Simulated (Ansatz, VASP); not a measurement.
**GaN in VASP and in Ansatz**

```
Ga N
1.0
     3.21719    0.00008   -0.00041
    -1.60852    2.78887   -0.00037
    -0.00135   -0.00212   10.48980
Ga N
4 4
Direct
  0.33310 0.66670 0.49964
  0.33368 0.66654 0.99961
  0.66633 0.33307 0.24960
  0.66703 0.33382 0.74954
  0.33276 0.66650 0.18790
  0.33402 0.66745 0.68786
  0.66629 0.33308 0.43795
  0.66680 0.33284 0.93790
```

Change from the starting cell: cell x2, atoms moved at random (sigma 0.05 Å) and cell strained at random (1.5 %), then relaxed without symmetry.

Alike in both runs: functional PBE; k mesh 6 × 6 × 2; occupations gaussian, width 0.1 eV; no spin polarisation.

Ansatz relaxed the structure, and its values are those at the end. VASP's run is a single point on that final structure, the one shown.

```csv
,VASP,Ansatz
version,VASP 6.6.1,Ansatz 0.2.0
potentials or method,"VASP PAW PBE potentials, release 64 (Ga_d, N), cutoff 520 eV","scalar-relativistic, plane waves, PAW"
valence electrons in the cell,72,72
```

VASP gave:

- gap on the k mesh at the Fermi level (eV): 1.71
- least direct gap on the mesh (eV): 1.71
- pressure (GPa): 0.0
- rms of the force components (eV/Å): 0.007

**Question.** What did Ansatz give for the same quantities?

**Answer.** gap on the k mesh at the Fermi level (eV): 1.70; least direct gap on the mesh (eV): 1.70; pressure (GPa): -0.1; rms of the force components (eV/Å): 0.007.

With one functional, cell and mesh, what is left measures potentials, basis and numerics.
